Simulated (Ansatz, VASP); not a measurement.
**Two plane-wave programs on Al2O3**

```xyz
5
Lattice="3.0573 0.0000 0.0000 -1.5286 2.6477 0.0000 0.0000 0.0000 8.0489" Properties=species:S:1:pos:R:3 pbc="T T T"
Al    0.0000    0.0000    1.1829
Al    0.0000    0.0000    6.8660
O     0.0000    1.7651    1.7581
O     1.5286    0.8826    0.0000
O     0.0000    1.7651    6.2909
```

Alike in both runs: task single point; functional LDA; k mesh 12 × 12 × 4; occupations gaussian, width 0.05 eV; no spin polarisation.

|  | VASP | Ansatz |
| --- | --- | --- |
| version | VASP 6.6.1 | Ansatz 0.2.0 |
| potentials or method | VASP PAW LDA potentials, release 64 (Al, O), cutoff 520 eV | scalar-relativistic, plane waves, PAW |
| valence electrons in the cell | 24 | 24 |

```csv
,VASP,Ansatz,Ansatz less VASP
gap on the k mesh at the Fermi level (eV),2.71,2.73,+0.022
least direct gap on the mesh (eV),3.07,3.08,+0.012
pressure (GPa),-8.3,-8.7,-0.44
"traceless stress, the component that is largest in VASP (GPa)",32.26,32.67,+0.414
rms of the force components (eV/Å),1.370,1.369,-0.0005
```

LDA's correlation is that of Perdew and Zunger in VASP and of Perdew and Wang (1992) in Ansatz. Atom by atom the forces differ by 0.008 eV/Å (rms over components).
